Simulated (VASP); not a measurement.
# Ag (P6_3/mmc) in VASP: notebook

Ag is run at these levels: LDA; tasks: single point.

Everything below comes from runs of VASP 6.6.1. Logs are shortened: lines on timing, memory, paths and dates and some standing lists are left out, and cuts for length are marked.

### 1 The cell of the first run

Symmetry: P6_3/mmc, No. 194, hexagonal system. The conventional cell has a = 2.838 Å, b = 2.838 Å, c = 5.104 Å, α = 90.00°, β = 90.00°, γ = 120.00°. Within 3.7 Å of Ag (site symmetry -6m2) lie 12 Ag at 2.84 to 3.03 Å.

### 2 Single point, LDA

INCAR

```
SYSTEM = Ag
ALGO = Fast
EDIFF = 1E-6
ENCUT = 520
ISIF = 2
ISMEAR = 1
LASPH = .TRUE.
LCHARG = .TRUE.
LELF = .TRUE.
LREAL = .FALSE.
LVHAR = .TRUE.
LWAVE = .FALSE.
NBANDS = 18
NELM = 60
PREC = Accurate
SIGMA = 0.1
```

KPOINTS

```
k-points
0
G
  24 24 12
  0 0 0
```

POSCAR

```
Ag
1.0
    2.8383750075      0.0000000000      0.0000000000
   -1.4191875037      2.4581048619      0.0000000000
    0.0000000000      0.0000000000      5.1042347141
Ag
2
Direct
    0.3333333333      0.6666666667      0.2500000000
    0.6666666667      0.3333333333      0.7500000000
```

Potentials or basis: VASP PAW LDA potentials, release 64 (Ag).

Command:

```
> cat potpaw_LDA.64/Ag/POTCAR > POTCAR
> mpirun -np 1 vasp_std > vasp.out
```

OUTCAR:

```text
SYSTEM = Ag
   EDIFF = 1E-6
   ENCUT = 520
   ISIF = 2
   ISMEAR = 1
   LASPH = .TRUE.
   LREAL = .FALSE.
   NELM = 60
   PREC = Accurate

 ion  position               nearest neighbor table
   1  0.333  0.667  0.250-   2 3.03   2 3.03   2 3.03   2 3.03   2 3.03   2 3.03
   2  0.667  0.333  0.750-   1 3.03   1 3.03   1 3.03   1 3.03   1 3.03   1 3.03

  LATTYP: Found a hexagonal cell.
 ALAT       =     2.8383750075
 C/A-ratio  =     1.7982946935

  Lattice vectors:

 A1 = (   2.8383750075,   0.0000000000,   0.0000000000)
 A2 = (  -1.4191875037,   2.4581048619,   0.0000000000)
 A3 = (   0.0000000000,   0.0000000000,   5.1042347141)

Analysis of symmetry for initial positions (statically):
=====================================================================
 Subroutine PRICEL returns:
 Original cell was already a primitive cell.

 Routine SETGRP: Setting up the symmetry group for a
 hexagonal supercell.

 Subroutine GETGRP returns: Found 24 space group operations
 (whereof 12 operations were pure point group operations)
 out of a pool of 24 trial point group operations.

The static configuration has the point symmetry D_3d.
 The point group associated with its full space group is D_6h.

Analysis of symmetry for dynamics (positions and initial velocities):
=====================================================================
 Subroutine PRICEL returns:
 Original cell was already a primitive cell.

 Routine SETGRP: Setting up the symmetry group for a
 hexagonal supercell.

 Subroutine GETGRP returns: Found 24 space group operations
 (whereof 12 operations were pure point group operations)
 out of a pool of 24 trial point group operations.

The dynamic configuration has the point symmetry D_3d.
 The point group associated with its full space group is D_6h.

 Subroutine INISYM returns: Found 24 space group operations
 (whereof 12 operations are pure point group operations),
 and found     1 'primitive' translations

----------------------------------------------------------------------------------------

                                     Primitive cell

  volume of cell :      35.6124

  direct lattice vectors                    reciprocal lattice vectors
     2.838375007  0.000000000  0.000000000     0.352314263  0.203408735  0.000000000
    -1.419187504  2.458104862  0.000000000     0.000000000  0.406817470  0.000000000
     0.000000000  0.000000000  5.104234714     0.000000000  0.000000000  0.195915755

[... 76 lines left out ...]
   ICHARG =      2    charge: 1-file 2-atom 10-const
   ISPIN  =      1    spin polarized calculation?
   LNONCOLLINEAR =      F non collinear calculations
   LSORBIT =      F    spin-orbit coupling
   LASPH  =      T    aspherical Exc in radial PAW
   ENCUT  =  520.0 eV  38.22 Ry    6.18 a.u.   5.28  5.28  9.49*2*pi/ulx,y,z
   NELM   =     60;   NELMIN=  2; NELMDL= -5     # of ELM steps
   EDIFF  = 0.1E-05   stopping-criterion for ELM
   LREAL  =      F    real-space projection
   EDIFFG = 0.1E-04   stopping-criterion for IOM
   NSW    =      0    number of steps for IOM
   IBRION =     -1    ionic relax: 0-MD 1-quasi-New 2-CG
   NFREE  =      0    steps in history (QN), initial steepest desc. (CG)
   ISIF   =      2    stress and relaxation
   ISYM   =      2    0-nonsym 1-usesym 2-fastsym
   POTIM  = 0.5000    time-step for ionic-motion
   TEBEG  =    0.0;   TEEND  =   0.0 temperature during run
   PSTRESS=    0.0 pullay stress
   NELECT =      22.0000    total number of electrons
   NUPDOWN=      -1.0000    fix difference up-down
   EMIN   =  10.00;   EMAX   =-10.00  energy-range for DOS
   EFERMI =   0.00;   METHOD = LEGACY
   ISMEAR =     1;   SIGMA  =   0.10  broadening in eV -4-tet -1-fermi 0-gaus
   EFERMI_NEDOS =   21; number of points for ismear=-14 and -15
   IALGO  =     68    algorithm
   IMIX   =      4    mixing-type and parameters
     AMIX     =   0.40;   BMIX     =  1.00
     AMIX_MAG =   1.60;   BMIX_MAG =  1.00
  volume/ion in A,a.u.               =      17.81       120.16
  Fermi-wavevector in a.u.,A,eV,Ry     =   1.394276  2.634800 26.449806  1.944006
  Thomas-Fermi vector in A             =   2.517841
   LORBIT       =      0    0 simple, 1 ext, 2 COOP (PROOUT), +10 PAW based schemes
   GGA     = CA    functional components
   LHFCALC =     F    Hartree Fock is set to
   AEXX    =    0.0000 exact exchange contribution
   IVDW    =     0    specifies the selected vdW correction
   LEPSILON=     F    determine dielectric tensor
   LRPA    =     F    only Hartree local field effects (RPA)
 non-spin polarized calculation
 RMM-DIIS sequential band-by-band and
 Methfessel and Paxton  Order N= 1 SIGMA  =   0.10
  energy-cutoff  :      520.00
  volume of cell :       35.61
 maximum number of plane-waves:       982
 NGX is ok and might be reduce to    24

 number of electron      21.9999999 magnetization

 Free energy of the ion-electron system (eV)
  ---------------------------------------------------
  ext. energy  EPLUGINS =         0.00000000
  ---------------------------------------------------
  free energy    TOTEN  =        -7.37914224 eV

  energy without entropy =       -7.37908722  energy(sigma->0) =       -7.37912390

 E-fermi :   7.5892     XC(G=0): -12.3216

 val. band max:        7.5810245911   @ k =   0.2083   0.0000   0.1667
 cond. band min:       7.5924894672   @ k =   0.2500   0.1250   0.3333
 fundamental gap:      0.0114648761
 Fermi energy:         7.5891892040

 k-point     1 :       0.0000    0.0000    0.0000
  band No.  band energies     occupation
      1       0.0303      2.00000
      2       1.2748      2.00000
      3       2.5554      2.00000
      4       2.9752      2.00000
      5       2.9752      2.00000
      6       3.1244      2.00000
[... 481 lines left out ...]
      5       3.2378      2.00000
      6       3.3351      2.00000
[... 10 lines left out ...]
     17      18.7778      0.00000
     18      23.4051      0.00000

 [... further k-points ...]
[... 5 lines left out ...]
  --------------------------------------------------------------------------------------
  -------------------------------------------------------------------------------------
  Total       -1.5899458     -1.5899458     -3.1568990     -0.0000000      0.0000000      0.0000000
  in kB      -71.5306338    -71.5306338   -142.0268513     -0.0000000      0.0000000      0.0000000
  external PRESSURE =     -95.0293730 kB  Pullay stress =       0.0000000 kB

 VOLUME and BASIS-vectors are now :
 -----------------------------------------------------------------------------
  energy-cutoff  :      520.00
  volume of cell :       35.61
      direct lattice vectors                 reciprocal lattice vectors
     2.838375007  0.000000000  0.000000000     0.352314263  0.203408735  0.000000000
    -1.419187504  2.458104862  0.000000000     0.000000000  0.406817470  0.000000000
     0.000000000  0.000000000  5.104234714     0.000000000  0.000000000  0.195915755

 POSITION                                       TOTAL-FORCE (eV/Angst)
 -----------------------------------------------------------------------------------
     -0.00000      1.63874      1.27606         0.000000      0.000000      0.000000
      1.41919      0.81937      3.82818        -0.000000     -0.000000      0.000000
 -----------------------------------------------------------------------------------
    total drift:                               -0.000000      0.000000     -0.000000

  FREE ENERGIE OF THE ION-ELECTRON SYSTEM (eV)
  ---------------------------------------------------
  free  energy   TOTEN  =        -7.3791422436 eV

  energy  without entropy=       -7.3790872238  energy(sigma->0) =       -7.37912390
```

It took 2.3 min on 1 thread of Intel Xeon 6975P-C, shared host; peak memory 0.33 GiB.

Results:

- Free energy: -7.3791 eV
- Pressure: -9.5 GPa
- Band gap on the k mesh: zero (band 11 reaches 11.98 eV, above the bottom of band 12 at 4.27 eV)

Levels at points of the mesh, in eV from the Fermi level:
| k point | band 7 | band 8 | band 9 | band 10 | band 11 | band 12 | band 13 | band 14 | band 15 | band 16 |
| --- | --- | --- | --- | --- | --- | --- | --- | --- | --- | --- |
| (0.00, 0.00, 0.00) | -4.46 | -3.72 | -3.72 | -3.07 | -3.07 | -0.95 | 2.07 | 15.23 | 16.25 | 17.94 |
| (0.50, 0.00, 0.00) | -3.59 | -3.04 | -2.72 | -2.65 | 0.34 | 1.77 | 6.11 | 6.54 | 8.40 | 9.71 |
| (0.00, 0.00, 0.50) | -4.58 | -4.58 | -3.32 | -3.32 | -3.32 | -3.32 | 8.79 | 8.79 | 16.56 | 16.56 |
| (0.50, 0.00, 0.50) | -3.15 | -3.15 | -2.68 | -2.68 | 0.86 | 0.86 | 4.55 | 4.55 | 12.48 | 12.48 |

### 3 Single point, LDA

This run uses another cell than the first one, of the same volume but with other edges.

INCAR

```
SYSTEM = Ag
ALGO = Fast
EDIFF = 1E-6
ENCUT = 520
ISIF = 2
ISMEAR = 1
LASPH = .True.
LCHARG = .True.
LELF = .True.
LREAL = .False.
LVHAR = .True.
LWAVE = .False.
NBANDS = 18
NELM = 100
PREC = Accurate
SIGMA = 0.1
```

KPOINTS

```
k-points
0
Gamma
  24 24 12
  0 0 0
```

POSCAR

```
Ag
1.0
    2.9701400286      0.0000000000      0.0000000000
   -1.4850700143      2.5722167176      0.0000000000
    0.0000000000      0.0000000000      4.6613996094
Ag
2
Direct
    0.3333333333      0.6666666667      0.2500000000
    0.6666666667      0.3333333333      0.7500000000
```

Potentials or basis: VASP PAW LDA potentials, release 64 (Ag).

Command:

```
> cat potpaw_LDA.64/Ag/POTCAR > POTCAR
> mpirun -np 1 vasp_std > vasp.out
```

It took 1.9 min on 1 thread of Intel Xeon 6975P-C, shared host; peak memory 0.33 GiB.

It converged, with:

```
Free energy            : -7.4119 eV
Pressure               : -10.4 GPa
Band gap on the k mesh : zero (band 11 reaches 11.32 eV, above the bottom of band 12 at 4.24 eV)
```

Stress tensor (GPa, compression positive):
```
-11.57   0.00   0.00
  0.00 -11.57   0.00
  0.00   0.00  -8.05
```

Levels at points of the mesh, in eV from the Fermi level:
| k point | band 8 | band 9 | band 10 | band 11 | band 12 | band 13 | band 14 | band 15 |
| --- | --- | --- | --- | --- | --- | --- | --- | --- |
| (0.00, 0.00, 0.00) | -4.15 | -4.15 | -3.05 | -3.05 | -0.06 | 3.82 | 15.23 | 16.96 |
| (0.50, 0.00, 0.00) | -3.04 | -2.87 | -2.81 | -0.05 | 1.21 | 6.84 | 7.07 | 9.15 |
| (0.00, 0.00, 0.50) | -4.33 | -3.35 | -3.35 | -3.35 | -3.35 | 11.62 | 11.62 | 15.55 |
| (0.50, 0.00, 0.50) | -3.10 | -2.93 | -2.93 | 0.69 | 0.69 | 4.19 | 4.19 | 12.87 |

### 4 Single point, LDA

This run uses another cell than the first one, of the same volume but with other edges.

INCAR

```
SYSTEM = Ag
PREC = Accurate
ENCUT = 520
EDIFF = 1E-6
ISMEAR = 1
SIGMA = 0.1
LREAL = .False.
LASPH = .True.
NELM = 100
ALGO = Fast
ISIF = 2
LWAVE = .False.
LCHARG = .False.
GGA = CA
NBANDS = 18
```

KPOINTS

```
Automatic mesh
0
Gamma
  24 24 12
  0 0 0
```

POSCAR

```
Ag
1.0
    2.8827317815      0.0000000000      0.0000000000
   -1.4413658908      2.4965189551      0.0000000000
    0.0000000000      0.0000000000      4.9483648444
Ag
2
Direct
    0.3333333333      0.6666666667      0.2500000000
    0.6666666667      0.3333333333      0.7500000000
```

Command:

```
> cat potpaw_LDA.64/Ag/POTCAR > POTCAR
> mpirun -np 1 vasp_std > vasp.out
```

Run time: 2.2 min. Hardware: 1 thread of Intel Xeon 6975P-C, shared host; peak memory 0.32 GiB.

Results (log left out):

```yaml
Free_energy: -7.4146 eV
Pressure: -10.3 GPa
Band_gap_on_the_k_mesh: zero (band 11 reaches 11.74 eV, above the bottom of band 12 at 4.24 eV)
```

Stress tensor (GPa, compression positive):
```
 -9.26   0.00   0.00
  0.00  -9.26   0.00
  0.00   0.00 -12.42
```

Levels at points of the mesh, in eV from the Fermi level:
```tsv
k point	band 8	band 9	band 10	band 11	band 12	band 13	band 14	band 15
(0.00, 0.00, 0.00)	-3.85	-3.85	-3.06	-3.06	-0.67	2.65	15.90	16.32
(0.50, 0.00, 0.00)	-2.96	-2.82	-2.72	0.22	1.60	6.31	6.69	8.61
(0.00, 0.00, 0.50)	-4.50	-3.34	-3.34	-3.34	-3.34	9.72	9.72	16.22
(0.50, 0.00, 0.50)	-3.11	-2.76	-2.76	0.80	0.80	4.41	4.41	13.09
```

### 5 The runs side by side

```csv
cell,gap on the mesh (eV),pressure (GPa)
"a = 2.838, b = 2.838, c = 5.104 Å, angles 90.0, 90.0, 120.0°, 2 atoms",none,-9.5
"a = 2.970, b = 2.970, c = 4.661 Å, angles 90.0, 90.0, 120.0°, 2 atoms",none,-10.4
"a = 2.883, b = 2.883, c = 4.948 Å, angles 90.0, 90.0, 120.0°, 2 atoms",none,-10.3
```

Alike in all rows: task single point; level LDA; potentials or basis VASP PAW LDA potentials, release 64 (Ag); no spin polarisation; k mesh 24 × 24 × 12; cutoff (eV) 520; smearing methfessel-paxton 0.1 eV.

Absolute energies hang on the potentials; compare differences alone.
